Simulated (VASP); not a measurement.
Wanted: the native input for a VASP 6.6.1 run.

- Task: single point
- Functional: PBE
- Potentials or basis: VASP PAW PBE potentials, release 64 (Rb_sv)
- Cutoff: 520 eV
- k mesh: 5 × 5 × 5
- Occupations: methfessel-paxton, width 0.1 eV
- Spin: no spin polarisation
- Dipole correction: no
- Further INCAR settings: ALGO = Fast; EDIFF = 1e-07; NBANDS = 10

The structure of Rb lies in POSCAR:

```
Rb
1.0
   -2.9208720000      2.8264060000      2.7124160000
    2.9162840000     -2.8591040000      2.7405260000
    2.8432880000      2.7815200000     -2.7451140000
Rb
1
Direct
    0.0022960000     -0.0052890000     -0.0053710000
```

One way to write it, as run:

INCAR

```
SYSTEM = Rb
PREC = Accurate
ENCUT = 520
EDIFF = 1E-7
ISMEAR = 1
SIGMA = 0.1
LREAL = .False.
LASPH = .True.
NELM = 100
ALGO = Fast
ISIF = 2
LWAVE = .False.
LCHARG = .True.
GGA = PE
LELF = .True.
LVHAR = .True.
NBANDS = 10
```

KPOINTS

```
Automatic mesh
0
Gamma
  5 5 5
  0 0 0
```

Potentials or basis: VASP PAW PBE potentials, release 64 (Rb_sv).

Command:

```sh
$ cat potpaw_PBE.64/Rb_sv/POTCAR > POTCAR
$ mpirun -np 1 vasp_std > vasp.out
```

Results of the run:

```json
{"Pressure": "0.1 GPa"}
```

Run time: 23 s on 1 thread of Intel(R) Xeon(R) 6975P-C (Granite Rapids) (shared host), peak memory 0.23 GiB.
